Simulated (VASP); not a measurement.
Here is a VASP 6.6.1 calculation.

Contents of INCAR:

```
ALGO     = Normal         # electronic algorithm
EDIFF    = 1E-6           # SCF threshold, eV
ENCUT    = 520            # plane-wave cutoff, eV
GGA      = PE             # functional
ISIF     = 2              # what is computed and relaxed
ISMEAR   = -1             # smearing method
LASPH    = True           # aspherical terms in the spheres
LCHARG   = False          # write CHGCAR
LREAL    = False          # projectors in reciprocal space
LWAVE    = False          # write WAVECAR
NBANDS   = 24             # bands
NELM     = 60             # most SCF steps
PREC     = Accurate       # precision mode
SIGMA    = 0.15           # smearing width, eV
```

File KPOINTS:

```
k-points
0
Gamma
  6 6 6
```

POSCAR

```
TaF3
1.0
    3.7665671872      0.0000000000      0.0000000000
    0.0000000000      3.7665671872      0.0000000000
    0.0000000000      0.0000000000      3.7665671872
Ta F
1 3
Direct
    0.0000000000      0.0000000000      0.0000000000
    0.5000000000      0.0000000000      0.0000000000
    0.0000000000      0.5000000000      0.0000000000
    0.0000000000      0.0000000000      0.5000000000
```

Potentials or basis: VASP PAW PBE potentials, release 64 (Ta_pv, F).

Command:

```sh
$ cat potpaw_PBE.64/Ta_pv/POTCAR potpaw_PBE.64/F/POTCAR > POTCAR
$ mpirun -np 1 vasp_std > vasp.out
```

Problem. Predict the pressure.

Solution. 54.0 GPa.

Problem. What does it give for the band gap on the k mesh?

Solution. Zero (band 16 reaches 8.25 eV, above the bottom of band 17 at 4.59 eV).

Caveat: spin-orbit coupling is left out, which moves the levels of the heavy elements.
